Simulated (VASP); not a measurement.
# FeSi: relaxation of the atoms with PBE

FeSi:

```
Fe Si
1.0
     4.48200    0.00000    0.00000
     0.00000    4.48200    0.00000
     0.00000    0.00000    4.48200
Fe Si
4 4
Cartesian
  0.6119 0.6119 0.6119
  1.6291 3.8701 2.8529
  2.8529 1.6291 3.8701
  3.8701 2.8529 1.6291
  3.7756 3.7756 3.7756
  2.9474 0.7064 1.5346
  1.5346 2.9474 0.7064
  0.7064 1.5346 2.9474
```

| Property | Result |
| --- | --- |
| Program | VASP 6.6.1 |
| Task | relaxation of the atoms |
| Functional | PBE |
| Potentials or basis | VASP PAW PBE potentials, release 64 (Fe, Si) |
| Cutoff | 520 eV |
| k mesh | 8 × 8 × 8 |
| Occupations | gaussian, width 0.01 eV |
| Spin | no spin polarisation |
| Dipole correction | no |
| Further INCAR settings | ALGO = Normal; EDIFF = 1e-07; IBRION = 2; EDIFFG = -0.003; NSW = 80 |

```
Energy gained by relaxing : 1.1 meV/atom
Ionic steps               : 5
Pressure after relaxing   : -4.7 GPa
Band gap on the k mesh    : 0.16 eV (least direct gap 0.17 eV)
```

Step by step:
| step | energy change (eV) | largest force (eV/Å) | pressure (GPa) |
| --- | --- | --- | --- |
| 1 | 0.0000 | 0.2323 | -5.13 |
| 2 | -0.0077 | 0.0682 | -4.91 |
| 3 | -0.0087 | 0.0484 | -4.79 |
| 4 | -0.0091 | 0.0178 | -4.71 |
| 5 | -0.0092 | 0.0008 | -4.67 |

Final structure:
```
Fe Si
1.0
     4.48200    0.00000    0.00000
     0.00000    4.48200    0.00000
     0.00000    0.00000    4.48200
Fe Si
4 4
Cartesian
  0.6063 0.6063 0.6063
  1.6347 3.8757 2.8473
  2.8473 1.6347 3.8757
  3.8757 2.8473 1.6347
  3.7662 3.7662 3.7662
  2.9568 0.7158 1.5252
  1.5252 2.9568 0.7158
  0.7158 1.5252 2.9568
```

Levels at points of the mesh, in eV from the valence-band top:
```
           k point  band 20  band 21  band 22  band 23  band 24  band 25  band 26  band 27  band 28  band 29
(0.00, 0.00, 0.00)    -0.27    -0.27    -0.27    -0.04    -0.04     0.64     0.64     0.64     2.93     2.93
(0.50, 0.00, 0.00)    -1.19    -0.36    -0.36    -0.01    -0.01     0.20     0.20     1.68     1.68     2.13
(0.50, 0.50, 0.00)    -1.22    -0.98    -0.98    -0.34    -0.34     0.63     0.63     1.26     1.26     2.61
(0.50, 0.50, 0.50)    -0.70    -0.64    -0.64    -0.64    -0.64     0.49     0.49     0.49     0.49     5.49
```

It took 5.7 min on 1 thread of Intel(R) Xeon(R) Platinum 8488C (Sapphire Rapids), on a shared host, peak memory 0.26 GiB.

A k mesh can miss the band edges. Spin polarisation is off, so any magnetic state and its effect on volume and gap are missing.
